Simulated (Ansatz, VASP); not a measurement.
## One calculation of YF, two programs

Contents of INCAR:

```
SYSTEM = YF
  PREC = Accurate
  ENCUT = 600
  EDIFF = 1E-7
  ISMEAR = 0
  SIGMA = 0.1
  LREAL = .FALSE.
  LASPH = .TRUE.
  NELM = 60
  ALGO = Normal
  ISIF = 3
  LWAVE = .FALSE.
  LCHARG = .FALSE.
  GGA = PE
  IBRION = 2
  NSW = 90
  EDIFFG = -0.04
```

Contents of KPOINTS:

```
Automatic mesh
0
G
  6 6 4
  0 0 0
```

The input POSCAR:

```
YF
1.0
    3.7130000000      0.0000000000      0.0000000000
   -1.8565000000      3.2155523200      0.0000000000
    0.0000000000      0.0000000000      6.1090502100
Y F
2 2
Direct
    0.3333333300      0.6666666700      0.3731349300
    0.6666666700      0.3333333300      0.8731349300
    0.3333333300      0.6666666700      0.0000000000
    0.6666666700      0.3333333300      0.5000000000
```

Input for Ansatz:

```yaml
crystal:
  lattice:
    - [3.713, 0.0, 0.0]
    - [-1.8565, 3.21555232, 0.0]
    - [0.0, 0.0, 6.10905021]
  atoms:
    - { symbol: "Y", position: [0.33333333, 0.66666667, 0.37313493] }
    - { symbol: "Y", position: [0.66666667, 0.33333333, 0.87313493] }
    - { symbol: F, position: [0.33333333, 0.66666667, 0.0] }
    - { symbol: F, position: [0.66666667, 0.33333333, 0.5] }
basis:
  ecutwfc: 420
kpoints:
  mp_grid: { grid: [6, 6, 4] }
hamiltonian:
  xc: pbe
scf:
  occupations: { method: gaussian, width: 0.1 }
  lower_state_search: "off"
output:
  forces: true
  stress: true
  eigenvalues: true
relax:
  adjacent_minimum: "off"
  f_tol: 0.04
  max_steps: 70
  cell: { stress_tol: 0.4 }
```

Alike in both runs: task relaxation of cell and atoms; functional PBE; k mesh 6 × 6 × 4; occupations gaussian, width 0.1 eV; no spin polarisation.

|  | VASP | Ansatz |
| --- | --- | --- |
| version | VASP 6.6.1 | Ansatz 0.2.0 |
| potentials or method | VASP PAW PBE potentials, release 64 (Y_sv, F), cutoff 600 eV | scalar-relativistic, plane waves, PAW |
| valence electrons in the cell | 36 | 36 |

Ansatz gave:

* gap on the k mesh at the Fermi level, each at its own relaxed structure (eV): none
* relaxed volume (Å³/atom): 20.72
* relaxed cell length with the largest relative difference (Å): 6.381

Question: Estimate VASP's values.

Answer: gap on the k mesh at the Fermi level, each at its own relaxed structure (eV): none; relaxed volume (Å³/atom): 20.75; relaxed cell length with the largest relative difference (Å): 6.353.

A gap of «none» marks a metal or a gap that the smearing closes.
